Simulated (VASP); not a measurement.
Input of a VASP 6.6.1 run:

File INCAR:

```
SYSTEM = V
  ALGO = Normal
  EDIFF = 1E-7
  EDIFFG = -0.001
  ENCUT = 500
  GGA = CA
  GGA_COMPAT = .False.
  IBRION = 2
  ISIF = 3
  ISMEAR = -1
  LASPH = .True.
  LCHARG = .False.
  LREAL = .False.
  LWAVE = .False.
  NELM = 120
  NELMIN = 4
  NSW = 80
  PREC = Accurate
  SIGMA = 0.15
```

The input KPOINTS:

```
k-points
0
Gamma
  15 15 8
  0 0 0
```

File POSCAR:

```
V
1.0
    2.5369309268      0.0000000000      0.0000000000
   -1.2684654634      2.1970466302      0.0000000000
    0.0000000000      0.0000000000      4.6220412764
V
2
Direct
    0.3333333333      0.6666666667      0.2500000000
    0.6666666667      0.3333333333      0.7500000000
```

Potentials or basis: VASP PAW LDA potentials, release 64 (V_sv).

Run with:

```sh
$ cat potpaw_LDA.64/V_sv/POTCAR > POTCAR
$ mpirun -np 1 vasp_std > vasp.out
```

(1) Estimate the band gap on the k mesh.

(2) What does it give for the space group after relaxing (to 0.1 Å)?

(3) Estimate the relaxed volume.

(4) What does it give for the relaxed cell?

Results:

(1) zero (bands 13 and 14 overlap by 2.32 eV).

(2) P6_3/mmc (No. 194).

(3) 12.96 Å³/atom.

(4) a = 2.545 Å, b = 2.545 Å, c = 4.622 Å, α = 90.00°, β = 90.00°, γ = 120.00°.
